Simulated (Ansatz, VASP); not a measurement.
## Two plane-wave programs on F

```
F
1.0
     3.15731   -1.81462   -0.24352
     3.15731    1.81462   -0.24352
    -2.37406    0.00000    7.26704
F
4
Direct
  0.08485 0.08485 0.09800
  0.91515 0.91515 0.90200
  0.50157 0.50157 0.59372
  0.49843 0.49843 0.40628
```

Alike in both runs: task single point; functional PBEsol; k mesh 4 × 4 × 2; occupations gaussian, width 0.05 eV; no spin polarisation.

|  | VASP | Ansatz |
| --- | --- | --- |
| version | VASP 6.6.1 | Ansatz 0.2.0 |
| potentials or method | VASP PAW PBE potentials, release 64 (F), cutoff 520 eV | scalar-relativistic, plane waves, PAW |
| valence electrons in the cell | 28 | 28 |

```tsv
	VASP	Ansatz	Ansatz less VASP
gap on the k mesh at the Fermi level (eV)	2.44	2.50	+0.064
least direct gap on the mesh (eV)	2.53	2.60	+0.064
pressure (GPa)	-2.8	-3.0	-0.19
traceless stress, the component that is largest in VASP (GPa)	-3.41	-4.52	-1.103
rms of the force components (eV/Å)	0.743	0.911	+0.1678
```

VASP's potentials were made for PBE, not for PBEsol. Atom by atom the forces differ by 0.198 eV/Å (rms over components). The functional is the same, so the differences come from potentials, cutoffs and numerics.

The k mesh is coarse, so the values compare programs but aren't converged.
